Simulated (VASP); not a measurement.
Input of a VASP 6.6.1 run:

The input INCAR:

```
ALGO = Normal ; EDIFF = 1E-6
ENCUT = 520 ; GGA = PE
ISIF = 2 ; ISMEAR = -1
LASPH = True ; LCHARG = False
LREAL = False ; LWAVE = False
NBANDS = 13 ; NELM = 60
PREC = Accurate ; SIGMA = 0.1
```

Contents of KPOINTS:

```
k-points
0
Gamma
  23 23 23
```

Contents of POSCAR:

```
Mo
1.0
   -1.5600067832      1.5600067832      1.5600067832
    1.5600067832     -1.5600067832      1.5600067832
    1.5600067832      1.5600067832     -1.5600067832
Mo
1
Direct
    0.0000000000      0.0000000000      0.0000000000
```

Potentials or basis: VASP PAW PBE potentials, release 64 (Mo_sv).

Launch:

```bash
$ cat potpaw_PBE.64/Mo_sv/POTCAR > POTCAR
$ mpirun -np 1 vasp_std > vasp.out
```

Question: Estimate the pressure.

Answer: 11.6 GPa.

Question: Predict the band gap on the k mesh.

Answer: Zero (band 7 reaches 17.08 eV, above the bottom of band 8 at 11.64 eV).
